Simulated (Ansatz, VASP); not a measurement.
In4Ru: VASP beside Ansatz

Contents of INCAR:

```
SYSTEM = In4Ru
PREC = Accurate
ENCUT = 600
EDIFF = 1E-6
ISMEAR = 0
SIGMA = 0.2
LREAL = .False.
LASPH = .True.
NELM = 80
ALGO = Fast
ISIF = 3
LWAVE = .False.
LCHARG = .False.
GGA = PE
IBRION = 2
NSW = 36
EDIFFG = -0.08
```

KPOINTS

```
regular mesh
0
Gamma
  4 4 4
  0 0 0
```

POSCAR

```
In4Ru
1.0
   -3.0888767700      3.0888767700      3.0888767700
    3.0888767700     -3.0888767700      3.0888767700
    3.0888767700      3.0888767700     -3.0888767700
In Ru
4 1
Direct
    0.0000000000      0.0000000000      0.5000000000
    0.0000000000      0.5000000000      0.0000000000
    0.5000000000      0.0000000000      0.0000000000
    0.5000000000      0.5000000000      0.5000000000
    0.0000000000      0.0000000000      0.0000000000
```

Input for Ansatz:

```yaml
crystal:
  lattice:
    - [-3.08887677, 3.08887677, 3.08887677]
    - [3.08887677, -3.08887677, 3.08887677]
    - [3.08887677, 3.08887677, -3.08887677]
  atoms:
    - { symbol: In, position: [0.0, 0.0, 0.5] }
    - { symbol: In, position: [0.0, 0.5, 0.0] }
    - { symbol: In, position: [0.5, 0.0, 0.0] }
    - { symbol: In, position: [0.5, 0.5, 0.5] }
    - { symbol: Ru, position: [0.0, 0.0, 0.0] }
basis:
  ecutwfc: 420
kpoints:
  mp_grid: { grid: [4, 4, 4] }
hamiltonian:
  xc: pbe
scf:
  occupations: { method: gaussian, width: 0.2 }
  lower_state_search: "off"
output:
  forces: true
  stress: true
  eigenvalues: true
relax:
  adjacent_minimum: "off"
  f_tol: 0.08
  max_steps: 16
  cell: { stress_tol: 0.8 }
```

Change from the starting cell: species swapped into the CrGa4 type (Im-3m, No. 229).

Alike in both runs: task relaxation of cell and atoms; functional PBE; k mesh 4 × 4 × 4; occupations gaussian, width 0.2 eV; no spin polarisation.

|  | VASP | Ansatz |
| --- | --- | --- |
| version | VASP 6.6.1 | Ansatz 0.2.0 |
| potentials or method | VASP PAW PBE potentials, release 64 (In_d, Ru_pv), cutoff 600 eV | scalar-relativistic, plane waves, PAW |
| valence electrons in the cell | 66 | 68 |

```csv
,VASP,Ansatz,Ansatz less VASP
"gap on the k mesh at the Fermi level, each at its own relaxed structure (eV)",none,none,-
relaxed volume (Å³/atom),24.80,24.90,+0.096
relaxed cell length with the largest relative difference (Å),5.441,5.448,+0.0070
```

A gap of «none» marks a metal or a gap that the smearing closes. VASP's potentials hold 66 valence electrons a cell and Ansatz's 68, so a difference there can come from the potentials and not from the codes.
